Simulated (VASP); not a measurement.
# Re (Fm-3m) in VASP: single point with PBE

Aim: the single point of Re with PBE.

All numbers are computed with VASP 6.6.1; they aren't measurements. Logs are shortened: lines on timing, memory, paths and dates and some standing lists are left out, and cuts for length are marked.

## (1) The cell of the first run

Symmetry: Fm-3m, No. 225, cubic system. Conventional cell: a = 3.915 Å, b = 3.915 Å, c = 3.915 Å, α = 90.00°, β = 90.00°, γ = 90.00°. Within 3.6 Å of Re (site symmetry m-3m) lie 12 Re at 2.77 Å.

## (2) Single point, PBE

The input, INCAR:

```
SYSTEM = Re
PREC     = Accurate       ! precision mode
ENCUT    = 520            ! plane-wave cutoff, eV
EDIFF    = 1E-6           ! SCF threshold, eV
ISMEAR   = -1             ! smearing method
SIGMA    = 0.13605693000000002 ! smearing width, eV
LREAL    = .FALSE.        ! projectors in reciprocal space
LASPH    = .TRUE.         ! aspherical terms in the spheres
NELM     = 60             ! most SCF steps
ALGO     = Normal         ! electronic algorithm
ISIF     = 2              ! what is computed and relaxed
LWAVE    = .FALSE.        ! write WAVECAR
LCHARG   = .FALSE.        ! write CHGCAR
GGA      = PE             ! functional
NBANDS   = 10             ! bands
```

The input, KPOINTS:

```
regular mesh
0
G
  14 14 14
  0 0 0
```

The input, POSCAR:

```
Re
1.0
    0.0000000000      1.9572598110      1.9572598110
    1.9572598110      0.0000000000      1.9572598110
    1.9572598110      1.9572598110      0.0000000000
Re
1
Direct
    0.0000000000      0.0000000000      0.0000000000
```

Potentials or basis: VASP PAW PBE potentials, release 64 (Re).

Run with:

```bash
$ cat potpaw_PBE.64/Re/POTCAR > POTCAR
$ mpirun -np 1 vasp_std > vasp.out
```

OUTCAR:

```text
SYSTEM = Re
   PREC = Accurate
   ENCUT = 520
   EDIFF = 1E-6
   ISMEAR = -1
   LREAL = .FALSE.
   LASPH = .TRUE.
   NELM = 60
   ISIF = 2
   GGA = PE

 ion  position               nearest neighbor table
   1  0.000  0.000  0.000-

  LATTYP: Found a face centered cubic cell.
 ALAT       =     3.9145196220

  Lattice vectors:

 A1 = (   0.0000000000,   1.9572598110,   1.9572598110)
 A2 = (   1.9572598110,   0.0000000000,   1.9572598110)
 A3 = (   1.9572598110,   1.9572598110,   0.0000000000)

Analysis of symmetry for initial positions (statically):
=====================================================================
 Subroutine PRICEL returns:
 Original cell was already a primitive cell.

 Routine SETGRP: Setting up the symmetry group for a
 face centered cubic supercell.

 Subroutine GETGRP returns: Found 48 space group operations
 (whereof 48 operations were pure point group operations)
 out of a pool of 48 trial point group operations.

The static configuration has the point symmetry O_h .

Analysis of symmetry for dynamics (positions and initial velocities):
=====================================================================
 Subroutine PRICEL returns:
 Original cell was already a primitive cell.

 Routine SETGRP: Setting up the symmetry group for a
 face centered cubic supercell.

 Subroutine GETGRP returns: Found 48 space group operations
 (whereof 48 operations were pure point group operations)
 out of a pool of 48 trial point group operations.

The dynamic configuration has the point symmetry O_h .

 Subroutine INISYM returns: Found 48 space group operations
 (whereof 48 operations are pure point group operations),
 and found     1 'primitive' translations

----------------------------------------------------------------------------------------

                                     Primitive cell

  volume of cell :      14.9960

  direct lattice vectors                    reciprocal lattice vectors
     0.000000000  1.957259811  1.957259811    -0.255459187  0.255459187  0.255459187
     1.957259811  0.000000000  1.957259811     0.255459187 -0.255459187  0.255459187
     1.957259811  1.957259811  0.000000000     0.255459187  0.255459187 -0.255459187

  length of vectors
     2.767983370  2.767983370  2.767983370     0.442468291  0.442468291  0.442468291

  position of ions in fractional coordinates (direct lattice)
     0.000000000  0.000000000  0.000000000

  ion indices of the primitive-cell ions
   primitive index   ion index
                 1           1

----------------------------------------------------------------------------------------

 KPOINTS: regular mesh

Automatic generation of k-mesh.
 Grid dimensions read from file:
 generate k-points for:   14   14   14

 Generating k-lattice:

  Cartesian coordinates                     Fractional coordinates (reciprocal lattice)
    -0.018247085  0.018247085  0.018247085     0.071428571  0.000000000  0.000000000
     0.018247085 -0.018247085  0.018247085     0.000000000  0.071428571  0.000000000
     0.018247085  0.018247085 -0.018247085     0.000000000  0.000000000  0.071428571

  Length of vectors
     0.031604878  0.031604878  0.031604878

  Shift w.r.t. Gamma in fractional coordinates (k-lattice)
     0.000000000  0.000000000  0.000000000

 Subroutine IBZKPT returns following result:
 ===========================================

 Found    104 irreducible k-points:

 Following reciprocal coordinates:
            Coordinates               Weight
  0.000000  0.000000  0.000000      1.000000
  0.071429  0.000000  0.000000      8.000000
  0.142857  0.000000  0.000000      8.000000
  0.214286  0.000000  0.000000      8.000000
  0.285714  0.000000  0.000000      8.000000
  0.357143  0.000000  0.000000      8.000000
[... 16 lines left out ...]
  0.214286  0.142857  0.000000     24.000000
  0.285714  0.142857  0.000000     24.000000
 [... further k-points ...]
   k-points           NKPTS =    104   k-points in BZ     NKDIM =    104   number of bands    NBANDS=     10
   number of dos      NEDOS =    301   number of ions     NIONS =      1
   total plane-waves  NPLWV =  13824
   dimension x,y,z NGX =    24 NGY =   24 NGZ =   24
   dimension x,y,z NGXF=    48 NGYF=   48 NGZF=   48
   ions per type =               1
   NGX,Y,Z   is equivalent  to a cutoff of  14.41, 14.41, 14.41 a.u.
   NGXF,Y,Z  is equivalent  to a cutoff of  28.83, 28.83, 28.83 a.u.
 SYSTEM =  Re
   PREC   = accura    normal or accurate (medium, high low for compatibility)
   ISTART =      0    job   : 0-new  1-cont  2-samecut
   ICHARG =      2    charge: 1-file 2-atom 10-const
   ISPIN  =      1    spin polarized calculation?
   LNONCOLLINEAR =      F non collinear calculations
   LSORBIT =      F    spin-orbit coupling
   LASPH  =      T    aspherical Exc in radial PAW
   ENCUT  =  520.0 eV  38.22 Ry    6.18 a.u.   5.15  5.15  5.15*2*pi/ulx,y,z
   NELM   =     60;   NELMIN=  2; NELMDL= -5     # of ELM steps
   EDIFF  = 0.1E-05   stopping-criterion for ELM
   LREAL  =      F    real-space projection
   EDIFFG = 0.1E-04   stopping-criterion for IOM
   NSW    =      0    number of steps for IOM
   IBRION =     -1    ionic relax: 0-MD 1-quasi-New 2-CG
   NFREE  =      0    steps in history (QN), initial steepest desc. (CG)
   ISIF   =      2    stress and relaxation
   ISYM   =      2    0-nonsym 1-usesym 2-fastsym
   POTIM  = 0.5000    time-step for ionic-motion
   TEBEG  =    0.0;   TEEND  =   0.0 temperature during run
   PSTRESS=    0.0 pullay stress
   NELECT =       7.0000    total number of electrons
   NUPDOWN=      -1.0000    fix difference up-down
   EMIN   =  10.00;   EMAX   =-10.00  energy-range for DOS
   EFERMI =   0.00;   METHOD = LEGACY
   ISMEAR =    -1;   SIGMA  =   0.14  broadening in eV -4-tet -1-fermi 0-gaus
   EFERMI_NEDOS =   21; number of points for ismear=-14 and -15
   IALGO  =     38    algorithm
   IMIX   =      4    mixing-type and parameters
     AMIX     =   0.40;   BMIX     =  1.00
     AMIX_MAG =   1.60;   BMIX_MAG =  1.00
  volume/ion in A,a.u.               =      15.00       101.20
  Fermi-wavevector in a.u.,A,eV,Ry     =   1.269938  2.399834 21.942679  1.612741
  Thomas-Fermi vector in A             =   2.402952
   LORBIT       =      0    0 simple, 1 ext, 2 COOP (PROOUT), +10 PAW based schemes
   GGA     = PE    functional components
   LHFCALC =     F    Hartree Fock is set to
   AEXX    =    0.0000 exact exchange contribution
   IVDW    =     0    specifies the selected vdW correction
   LEPSILON=     F    determine dielectric tensor
   LRPA    =     F    only Hartree local field effects (RPA)
 non-spin polarized calculation
  energy-cutoff  :      520.00
  volume of cell :       15.00
 maximum number of plane-waves:       415
 NGX is ok and might be reduce to    24
   NGX = 11   NGY = 11   NGZ = 11

 number of electron       7.0000001 magnetization

 Free energy of the ion-electron system (eV)
  ---------------------------------------------------
  ext. energy  EPLUGINS =         0.00000000
  ---------------------------------------------------
  free energy    TOTEN  =       -12.38746240 eV

  energy without entropy =      -12.32993942  energy(sigma->0) =      -12.35870091

 E-fermi :   7.9195     XC(G=0): -13.6256

 val. band max:        7.9146037153   @ k =  -0.4286   0.4286   0.0714
 cond. band min:       7.9370908433   @ k =  -0.1429   0.1429   0.0000
 fundamental gap:      0.0224871280
 Fermi energy:         7.9194694026

 k-point     1 :       0.0000    0.0000    0.0000
  band No.  band energies     occupation
      1      -2.0809      2.00000
      2       6.0567      2.00000
      3       6.0567      2.00000
      4       6.0567      2.00000
      5       9.1564      0.00023
      6       9.1564      0.00023
      7      21.8101      0.00000
      8      27.3640      0.00000
      9      27.3640      0.00000
     10      27.3640      0.00000

 k-point     2 :       0.0714    0.0000    0.0000
  band No.  band energies     occupation
      1      -1.8492      2.00000
      2       5.9008      2.00000
      3       6.1643      2.00000
      4       6.1643      2.00000
      5       9.0715      0.00042
      6       9.0715      0.00042
      7      22.2579      0.00000
      8      26.2438      0.00000
      9      27.7859      0.00000
     10      27.7859      0.00000

 k-point     3 :       0.1429    0.0000    0.0000
  band No.  band energies     occupation
      1      -1.1966      2.00000
      2       5.5396      2.00000
      3       6.4122      1.99997
      4       6.4122      1.99997
      5       8.9305      0.00118
      6       8.9305      0.00118
      7      23.3134      0.00000
      8      24.5774      0.00000
      9      28.9881      0.00000
     10      28.9881      0.00000

 k-point     4 :       0.2143    0.0000    0.0000
  band No.  band energies     occupation
      1      -0.2751      2.00000
      2       5.2437      2.00000
      3       6.5563      1.99991
      4       6.5563      1.99991
      5       9.0544      0.00048
      6       9.0544      0.00048
      7      22.5009      0.00000
      8      25.1112      0.00000
      9      30.8008      0.00000
     10      30.8009      0.00000
[... 222 lines left out ...]
 k-point    22 :       0.1429    0.1429    0.0000
  band No.  band energies     occupation
      1      -0.8951      2.00000
      2       5.0621      2.00000
      3       6.8011      1.99946
      4       6.8011      1.99946
      5       7.9436      0.91140
      6       9.5535      0.00001
      7      24.0728      0.00000
      8      25.7943      0.00000
      9      27.9069      0.00000
     10      27.9069      0.00000

 k-point    23 :       0.2143    0.1429    0.0000
  band No.  band energies     occupation
      1      -0.1785      2.00000
      2       4.6548      2.00000
      3       6.8850      1.99900
      4       7.1477      1.99315
      5       7.8418      1.27791
      6       9.7759      0.00000
      7      24.7399      0.00000
      8      25.3984      0.00000
      9      28.2371      0.00000
     10      28.7639      0.00000

 k-point    24 :       0.2857    0.1429    0.0000
  band No.  band energies     occupation
      1       0.7309      2.00000
      2       4.4084      2.00000
      3       6.3343      1.99998
      4       7.2702      1.98322
      5       8.7114      0.00591
      6      10.2395      0.00000
      7      23.2139      0.00000
      8      26.3321      0.00000
      9      28.5576      0.00000
     10      29.1061      0.00000

 [... further k-points ...]
[... 5 lines left out ...]
  --------------------------------------------------------------------------------------
  -------------------------------------------------------------------------------------
  Total       -0.0151841     -0.0151841     -0.0151841      0.0000000      0.0000000     -0.0000000
  in kB       -1.6222774     -1.6222774     -1.6222774      0.0000000      0.0000000     -0.0000000
  external PRESSURE =      -1.6222774 kB  Pullay stress =       0.0000000 kB

 VOLUME and BASIS-vectors are now :
 -----------------------------------------------------------------------------
  energy-cutoff  :      520.00
  volume of cell :       15.00
      direct lattice vectors                 reciprocal lattice vectors
     0.000000000  1.957259811  1.957259811    -0.255459187  0.255459187  0.255459187
     1.957259811  0.000000000  1.957259811     0.255459187 -0.255459187  0.255459187
     1.957259811  1.957259811  0.000000000     0.255459187  0.255459187 -0.255459187

 POSITION                                       TOTAL-FORCE (eV/Angst)
 -----------------------------------------------------------------------------------
      0.00000      0.00000      0.00000         0.000000      0.000000      0.000000
 -----------------------------------------------------------------------------------
    total drift:                               -0.000000      0.000000      0.000000

  FREE ENERGIE OF THE ION-ELECTRON SYSTEM (eV)
  ---------------------------------------------------
  free  energy   TOTEN  =       -12.3874624028 eV

  energy  without entropy=      -12.3299394174  energy(sigma->0) =      -12.35870091
```

It took 13 s on 1 thread of Intel Xeon 8259CL, shared host; peak memory 0.15 GiB.

Results:

| Property | Result |
| --- | --- |
| Free energy | -12.3875 eV |
| Pressure | -0.2 GPa |

Levels at points of the mesh, in eV from the Fermi level:
```csv
k point,band 2,band 3,band 4,band 5,band 6,band 7
"(0.00, 0.00, 0.00)",-1.86,-1.86,-1.86,1.24,1.24,13.89
"(0.50, 0.00, 0.00)",-2.06,-2.06,0.19,3.72,3.72,9.70
"(0.50, 0.50, 0.00)",-5.81,2.72,3.67,4.44,4.44,12.13
```

Caveat: spin-orbit coupling is left out, which moves the levels of the heavy elements.
